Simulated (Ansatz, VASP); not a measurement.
**ZnS in VASP and in Ansatz**

```
Zn S
1.0
     3.81100    0.00000    0.00000
    -1.90550    3.30042    0.00000
     0.00000    0.00000    6.23400
Zn S
2 2
Direct
  0.33333 0.66667 0.00000
  0.66667 0.33333 0.50000
  0.33333 0.66667 0.38500
  0.66667 0.33333 0.88500
```

Alike in both runs: task single point; functional PBE; k mesh 12 × 12 × 6; occupations fermi-dirac, width 0.02 eV; no spin polarisation.

|  | VASP | Ansatz |
| --- | --- | --- |
| version | VASP 6.6.1 | Ansatz 0.2.0 |
| potentials or method | VASP PAW PBE potentials, release 64 (Zn, S), cutoff 520 eV | scalar-relativistic, plane waves, PAW |
| valence electrons in the cell | 36 | 36 |

VASP gave:

- gap on the k mesh at the Fermi level (eV): 2.25
- least direct gap on the mesh (eV): 2.25
- pressure (GPa): 2.5
- traceless stress, the component that is largest in VASP (GPa): -1.37
- rms of the force components (eV/Å): 0.186

Problem. What did Ansatz give for the same quantities?

Solution. gap on the k mesh at the Fermi level (eV): 2.25; least direct gap on the mesh (eV): 2.25; pressure (GPa): 2.3; traceless stress, the component that is largest in VASP (GPa): -1.35; rms of the force components (eV/Å): 0.184.

Atom by atom the forces differ by 0.002 eV/Å (rms over components).
